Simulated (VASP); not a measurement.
# BaF2 (Fm-3m) in VASP: relaxation of cell and atoms with PBEsol

Aim: the relaxation of cell and atoms of BaF2 with PBEsol.

Program: VASP 6.6.1. These are calculated values, not measurements. Logs are shortened: lines on timing, memory, paths and dates and some standing lists are left out, and cuts for length are marked.

## Step 1: The cell of the first run

It takes space group Fm-3m (No. 225, cubic). Conventional cell: a = 6.138 Å, b = 6.138 Å, c = 6.138 Å, α = 90.00°, β = 90.00°, γ = 90.00°. Within 3.5 Å of Ba (site symmetry m-3m) lie 8 F at 2.66 Å. Within 3.5 Å of F (site symmetry -43m) lie 4 Ba at 2.66 Å and 6 F at 3.07 Å.

## Step 2: Relaxation of cell and atoms, PBEsol, target pressure 10 GPa, at which the enthalpy is minimised

The input, INCAR:

```
PREC     = Accurate       # precision mode
ENCUT    = 1350           # plane-wave cutoff, eV
EDIFF    = 1E-7           # SCF threshold, eV
ISMEAR   = 0              # smearing method
SIGMA    = 0.01           # smearing width, eV
LREAL    = False          # projectors in reciprocal space
LASPH    = True           # aspherical terms in the spheres
NELM     = 120            # most SCF steps
ALGO     = Normal         # electronic algorithm
ISIF     = 3              # what is computed and relaxed
LWAVE    = False          # write WAVECAR
LCHARG   = False          # write CHGCAR
GGA      = PS             # functional
IBRION   = 2              # ionic algorithm
NSW      = 100            # ionic steps
EDIFFG   = -0.002         # ionic threshold
PSTRESS  = 100.0        
GGA_COMPAT= False        
NELMIN   = 4
```

The input, KPOINTS:

```
regular mesh
0
Gamma
  6 6 6
```

The input, POSCAR:

```
BaF2
1.0
    3.0689010630      3.0689010630      0.0000000000
   -3.0689010630      3.0689010630      0.0000000000
    0.0000000000      3.0689010630      3.0689010630
Ba F
1 2
Direct
    0.0000000000      0.0000000000      0.0000000000
    0.2500000000      0.7500000000      0.5000000000
    0.7500000000      0.2500000000      0.5000000000
```

Potentials or basis: VASP PAW PBE potentials, release 64 (Ba_sv, F_h).

Launch:

```bash
> cat potpaw_PBE.64/Ba_sv/POTCAR potpaw_PBE.64/F_h/POTCAR > POTCAR
> mpirun -np 1 vasp_std > vasp.out
```

OUTCAR:

```text
PREC = Accurate
   ENCUT = 1350
   EDIFF = 1E-7
   ISMEAR = 0
   LREAL = False
   LASPH = True
   NELM = 120
   ISIF = 3
   GGA = PS
   IBRION = 2
   NSW = 100
   EDIFFG = -0.002
   PSTRESS = 100.0
   NELMIN = 4

 ion  position               nearest neighbor table
   1  0.000  0.000  0.000-   3 2.66   2 2.66   2 2.66   3 2.66   2 2.66   3 2.66   3 2.66   2 2.66

   2  0.250  0.750  0.500-   1 2.66   1 2.66   1 2.66   1 2.66
   3  0.750  0.250  0.500-   1 2.66   1 2.66   1 2.66   1 2.66

  LATTYP: Found a face centered cubic cell.
 ALAT       =     6.1378021260

  Lattice vectors:

 A1 = (   0.0000000000,   3.0689010630,   3.0689010630)
 A2 = (   3.0689010630,   0.0000000000,   3.0689010630)
 A3 = (   3.0689010630,   3.0689010630,   0.0000000000)

Analysis of symmetry for initial positions (statically):
=====================================================================
 Subroutine PRICEL returns:
 Original cell was already a primitive cell.

 Routine SETGRP: Setting up the symmetry group for a
 face centered cubic supercell.

 Subroutine GETGRP returns: Found 48 space group operations
 (whereof 48 operations were pure point group operations)
 out of a pool of 48 trial point group operations.

The static configuration has the point symmetry O_h .

Analysis of symmetry for dynamics (positions and initial velocities):
=====================================================================
 Subroutine PRICEL returns:
 Original cell was already a primitive cell.

 Routine SETGRP: Setting up the symmetry group for a
 face centered cubic supercell.

 Subroutine GETGRP returns: Found 48 space group operations
 (whereof 48 operations were pure point group operations)
 out of a pool of 48 trial point group operations.

The dynamic configuration has the point symmetry O_h .

 Subroutine INISYM returns: Found 48 space group operations
 (whereof 48 operations are pure point group operations),
 and found     1 'primitive' translations

----------------------------------------------------------------------------------------

                                     Primitive cell

  volume of cell :      57.8068

  direct lattice vectors                    reciprocal lattice vectors
     3.068901063  3.068901063  0.000000000     0.162924770  0.162924770 -0.162924770
    -3.068901063  3.068901063  0.000000000    -0.162924770  0.162924770 -0.162924770
     0.000000000  3.068901063  3.068901063     0.000000000  0.000000000  0.325849540

  length of vectors
     4.340081505  4.340081505  4.340081505     0.282193980  0.282193980  0.325849540

  position of ions in fractional coordinates (direct lattice)
     0.000000000  0.000000000  0.000000000
     0.250000000  0.750000000  0.500000000
     0.750000000  0.250000000  0.500000000

  ion indices of the primitive-cell ions
   primitive index   ion index
                 1           1
                 2           2
                 3           3

----------------------------------------------------------------------------------------

 KPOINTS: regular mesh

Automatic generation of k-mesh.
 Grid dimensions read from file:
 generate k-points for:    6    6    6

 Generating k-lattice:

  Cartesian coordinates                     Fractional coordinates (reciprocal lattice)
     0.027154128  0.027154128 -0.027154128     0.166666667  0.000000000  0.000000000
    -0.027154128  0.027154128 -0.027154128     0.000000000  0.166666667  0.000000000
     0.000000000  0.000000000  0.054308257     0.000000000  0.000000000  0.166666667

  Length of vectors
     0.047032330  0.047032330  0.054308257

  Shift w.r.t. Gamma in fractional coordinates (k-lattice)
     0.000000000  0.000000000  0.000000000

 Subroutine IBZKPT returns following result:
 ===========================================

 Found     16 irreducible k-points:

 Following reciprocal coordinates:
            Coordinates               Weight
  0.000000  0.000000  0.000000      1.000000
  0.166667  0.000000  0.000000      8.000000
  0.333333  0.000000  0.000000      8.000000
  0.500000  0.000000  0.000000      4.000000
  0.166667  0.166667  0.000000     12.000000
  0.333333  0.166667  0.000000     24.000000
[... 8 lines left out ...]
  0.500000  0.333333  0.166667     24.000000
  0.500000  0.500000  0.166667     12.000000
   k-points           NKPTS =     16   k-points in BZ     NKDIM =     16   number of bands    NBANDS=     16
   number of dos      NEDOS =    301   number of ions     NIONS =      3
   total plane-waves  NPLWV = 157464
   dimension x,y,z NGX =    54 NGY =   54 NGZ =   54
   dimension x,y,z NGXF=   108 NGYF=  108 NGZF=  108
   ions per type =               1   2
   NGX,Y,Z   is equivalent  to a cutoff of  20.68, 20.68, 20.68 a.u.
   NGXF,Y,Z  is equivalent  to a cutoff of  41.37, 41.37, 41.37 a.u.
 SYSTEM =  unknown system
   PREC   = accura    normal or accurate (medium, high low for compatibility)
   ISTART =      0    job   : 0-new  1-cont  2-samecut
   ICHARG =      2    charge: 1-file 2-atom 10-const
   ISPIN  =      1    spin polarized calculation?
   LNONCOLLINEAR =      F non collinear calculations
   LSORBIT =      F    spin-orbit coupling
   LASPH  =      T    aspherical Exc in radial PAW
   ENCUT  = 1350.0 eV  99.22 Ry    9.96 a.u.  13.00 13.00 13.00*2*pi/ulx,y,z
   NELM   =    120;   NELMIN=  4; NELMDL= -5     # of ELM steps
   EDIFF  = 0.1E-06   stopping-criterion for ELM
   LREAL  =      F    real-space projection
   EDIFFG = -.2E-02   stopping-criterion for IOM
   NSW    =    100    number of steps for IOM
   IBRION =      2    ionic relax: 0-MD 1-quasi-New 2-CG
   NFREE  =      1    steps in history (QN), initial steepest desc. (CG)
   ISIF   =      3    stress and relaxation
   ISYM   =      2    0-nonsym 1-usesym 2-fastsym
   POTIM  = 0.5000    time-step for ionic-motion
   TEBEG  =    0.0;   TEEND  =   0.0 temperature during run
   PSTRESS=  100.0 pullay stress
   NELECT =      24.0000    total number of electrons
   NUPDOWN=      -1.0000    fix difference up-down
   EMIN   =  10.00;   EMAX   =-10.00  energy-range for DOS
   EFERMI =   0.00;   METHOD = LEGACY
   ISMEAR =     0;   SIGMA  =   0.01  broadening in eV -4-tet -1-fermi 0-gaus
   EFERMI_NEDOS =   21; number of points for ismear=-14 and -15
   IALGO  =     38    algorithm
   IMIX   =      4    mixing-type and parameters
     AMIX     =   0.40;   BMIX     =  1.00
     AMIX_MAG =   1.60;   BMIX_MAG =  1.00
  volume/ion in A,a.u.               =      19.27       130.03
  Fermi-wavevector in a.u.,A,eV,Ry     =   1.221291  2.307905 20.293781  1.491551
  Thomas-Fermi vector in A             =   2.356478
   LORBIT       =      0    0 simple, 1 ext, 2 COOP (PROOUT), +10 PAW based schemes
   GGA     = PS    functional components
   LHFCALC =     F    Hartree Fock is set to
   AEXX    =    0.0000 exact exchange contribution
   IVDW    =     0    specifies the selected vdW correction
   LEPSILON=     F    determine dielectric tensor
   LRPA    =     F    only Hartree local field effects (RPA)
 conjugate gradient relaxation of ions
 non-spin polarized calculation
 Gauss-broadening in eV      SIGMA  =   0.01
  energy-cutoff  :     1350.00
  volume of cell :       57.81
 maximum number of plane-waves:      6532
 NGX is ok and might be reduce to    54
   NGX = 25   NGY = 25   NGZ = 25

--------------------------------------- Ionic step        1  -------------------------------------------

 number of electron      23.9999999 magnetization

 Free energy of the ion-electron system (eV)
  ---------------------------------------------------
  ext. energy  EPLUGINS =         0.00000000
  ---------------------------------------------------
  free energy    TOTEN  =       -17.64762886 eV

  energy without entropy =      -17.64762886  energy(sigma->0) =      -17.64762886

 E-fermi :  -1.7176     XC(G=0):  -9.0571

 val. band max:       -1.7840689184   @ k =   0.1667   0.1667   0.0000
 cond. band min:       4.9905309917   @ k =   0.0000   0.0000   0.0000
 fundamental gap:      6.7745999101
 Fermi energy:        -1.7176444872

 k-point     1 :       0.0000    0.0000    0.0000
  band No.  band energies     occupation
      1     -24.7710      2.00000
      2     -20.6238      2.00000
      3     -20.5369      2.00000
      4      -9.5531      2.00000
      5      -9.5531      2.00000
      6      -9.5531      2.00000
[... 8 lines left out ...]
     15       7.4522      0.00000
     16       9.8040      0.00000

 k-point     2 :       0.1667    0.0000    0.0000
  band No.  band energies     occupation
      1     -24.7112      2.00000
      2     -20.6568      2.00000
      3     -20.6095      2.00000
      4      -9.6078      2.00000
      5      -9.6015      2.00000
      6      -9.6015      2.00000
[... 8 lines left out ...]
     15       7.4438      0.00000
     16       9.4760      0.00000
[... 559 lines left out ...]
 POSITION                                       TOTAL-FORCE (eV/Angst)
 -----------------------------------------------------------------------------------
     -0.00000      0.00000      0.00000         0.000000     -0.000000      0.000000
     -1.48344      4.45032      1.48344         0.000000      0.000000     -0.000000
      1.48344      4.45032      1.48344        -0.000000      0.000000      0.000000
 -----------------------------------------------------------------------------------
    total drift:                               -0.000000     -0.000000     -0.000000

  FREE ENERGIE OF THE ION-ELECTRON SYSTEM (eV)
  ---------------------------------------------------
  free  energy   TOTEN  =       -17.4672677219 eV

  energy  without entropy=      -17.4672677219  energy(sigma->0) =      -17.46726772

  enthalpy is  TOTEN    =       -14.2072596046 eV   P V=        3.2600081173

--------------------------------------- Ionic step        9  -------------------------------------------

 number of electron      24.0000001 magnetization

 Free energy of the ion-electron system (eV)
  ---------------------------------------------------
  ext. energy  EPLUGINS =         0.00000000
  ---------------------------------------------------
  free energy    TOTEN  =       -17.46667649 eV

  energy without entropy =      -17.46667649  energy(sigma->0) =      -17.46667649

 E-fermi :  -1.1852     XC(G=0):  -9.5586

 val. band max:       -1.2706984988   @ k =   0.3333   0.1667   0.0000
 cond. band min:       5.9174599619   @ k =   0.0000   0.0000   0.0000
 fundamental gap:      7.1881584607
 Fermi energy:        -1.1852476466

 k-point     1 :       0.0000    0.0000    0.0000
  band No.  band energies     occupation
      1     -24.1503      2.00000
      2     -20.3122      2.00000
      3     -19.9857      2.00000
      4      -8.6902      2.00000
      5      -8.6902      2.00000
      6      -8.6902      2.00000
[... 8 lines left out ...]
     15       8.2913      0.00000
     16      11.1525      0.00000

 k-point     2 :       0.1667    0.0000    0.0000
  band No.  band energies     occupation
      1     -24.0503      2.00000
      2     -20.3537      2.00000
      3     -20.1144      2.00000
      4      -8.7733      2.00000
      5      -8.7650      2.00000
      6      -8.7650      2.00000
[... 8 lines left out ...]
     15       8.2930      0.00000
     16      10.7851      0.00000
[... 277 lines left out ...]
 VOLUME and BASIS-vectors are now :
 -----------------------------------------------------------------------------
  energy-cutoff  :     1350.00
  volume of cell :       52.22
      direct lattice vectors                 reciprocal lattice vectors
     2.966698956  2.966698956  0.000000000     0.168537491  0.168537491 -0.168537491
    -2.966698956  2.966698956  0.000000000    -0.168537491  0.168537491 -0.168537491
    -0.000000000  2.966698956  2.966698956     0.000000000 -0.000000000  0.337074983

 POSITION                                       TOTAL-FORCE (eV/Angst)
 -----------------------------------------------------------------------------------
     -0.00000      0.00000      0.00000         0.000000     -0.000000      0.000000
     -1.48335      4.45005      1.48335         0.000000      0.000000     -0.000000
      1.48335      4.45005      1.48335        -0.000000     -0.000000      0.000000
 -----------------------------------------------------------------------------------
    total drift:                               -0.000000     -0.000000     -0.000000

  FREE ENERGIE OF THE ION-ELECTRON SYSTEM (eV)
  ---------------------------------------------------
  free  energy   TOTEN  =       -17.4666764936 eV

  energy  without entropy=      -17.4666764936  energy(sigma->0) =      -17.46667649

  enthalpy is  TOTEN    =       -14.2072600683 eV   P V=        3.2594164253

 reached required accuracy - stopping structural energy minimisation
```

Wall time 8.6 min (1 thread of Intel Xeon Platinum 8259CL at 2.50GHz (Skylake/Cascade Lake), shared host); peak memory 0.49 GiB.

Results:

```yaml
Free_energy: -17.4667 eV
Relaxed_volume: 17.41 Å³/atom
Relaxed_cell: a = 4.196 Å, b = 4.196 Å, c = 4.196 Å, α = 60.00°, β = 60.00°, γ = 90.00°
Space_group_after_relaxing_to_0.1_Å: Fm-3m (No. 225)
Energy_change_on_relaxing_the_run_minimises_the_enthalpy: +60.3 meV/atom
Ionic_steps: 9
Pressure_after_relaxing: 10.0 GPa
Band_gap_on_the_k_mesh: 7.19 eV (least direct gap 7.34 eV)
```

Step by step:
| step | energy change (eV) | largest force (eV/Å) | pressure (GPa) | volume (Å³) |
| --- | --- | --- | --- | --- |
| 1 | 0.0000 | 0.0000 | 1.17 | 57.81 |
| 2 | 0.4168 | 0.0000 | 16.81 | 49.37 |
| 3 | 0.1793 | 0.0000 | 9.93 | 52.25 |
| 4 | 0.1861 | 0.0000 | 9.77 | 52.14 |
| 5 | 0.2882 | 0.0000 | 13.29 | 50.74 |
| 6 | 0.1931 | 0.0000 | 10.39 | 52.03 |
| 7 | 0.1742 | 0.0000 | 9.77 | 52.33 |
| 8 | 0.1804 | 0.0000 | 9.98 | 52.23 |
| 9 | 0.1810 | 0.0000 | 9.99 | 52.22 |

Final structure:
```cif
data_structure
_symmetry_space_group_name_H-M 'P 1'
_symmetry_Int_Tables_number 1
_cell_length_a 4.1955
_cell_length_b 4.1955
_cell_length_c 4.1955
_cell_angle_alpha 60.000
_cell_angle_beta 60.000
_cell_angle_gamma 90.000
_cell_volume 52.22
loop_
_atom_site_label
_atom_site_type_symbol
_atom_site_fract_x
_atom_site_fract_y
_atom_site_fract_z
_atom_site_occupancy
Ba1 Ba 0.00000 0.00000 0.00000 1
F1 F 0.25000 0.75000 0.50000 1
F2 F 0.75000 0.25000 0.50000 1
```

Caveat: the cell is relaxed towards a set pressure, so the run minimises the enthalpy, not the energy; the PAW data sets were made with another functional, which shifts forces and pressure a little; spin-orbit coupling is left out, which moves the levels of the heavy elements. A k mesh can miss the band edges.
